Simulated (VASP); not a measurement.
Set up this calculation in VASP 6.6.1, as the native input.

* Task: single point
* Functional: PBEsol
* Potentials or basis: VASP PAW PBE potentials, release 64 (Cl, Na_pv)
* Cutoff: 520 eV
* k mesh: 8 × 8 × 8
* Occupations: fermi-dirac, width 0.05 eV
* Spin: no spin polarisation
* Dipole correction: no
* Further INCAR settings: ALGO = Normal; EDIFF = 1e-07; NBANDS = 14

The structure of NaCl lies in POSCAR:

```
NaCl
1.0
    3.3027894937      0.0000000000      0.0000000000
    0.0000000000      3.3027894937      0.0000000000
    0.0000000000      0.0000000000      3.3027894937
Cl Na
1 1
Direct
    0.5000000000      0.5000000000      0.5000000000
    0.0000000000      0.0000000000      0.0000000000
```

The input as run:

INCAR

```
  PREC = Accurate
  ENCUT = 520
  EDIFF = 1E-7
  ISMEAR = -1
  SIGMA = 0.05
  LREAL = F
  LASPH = T
  NELM = 60
  ALGO = Normal
  ISIF = 2
  LWAVE = F
  LCHARG = F
  GGA = PS
  NBANDS = 14
```

KPOINTS

```
Automatic mesh
0
Gamma
  8 8 8
```

Potentials or basis: VASP PAW PBE potentials, release 64 (Cl, Na_pv).

Command:

```sh
$ cat potpaw_PBE.64/Cl/POTCAR potpaw_PBE.64/Na_pv/POTCAR > POTCAR
$ mpirun -np 1 vasp_std > vasp.out
```

It gave:

```
Pressure               : 5.0 GPa
Band gap on the k mesh : 4.48 eV (least direct gap 5.15 eV)
```

Caveat: the cell stands under pressure; the PAW data sets were made with another functional, which shifts forces and pressure a little.

Run time: 6.8 s on 1 thread of Intel(R) Xeon(R) 6975P-C (Granite Rapids) (shared host), peak memory 0.15 GiB.
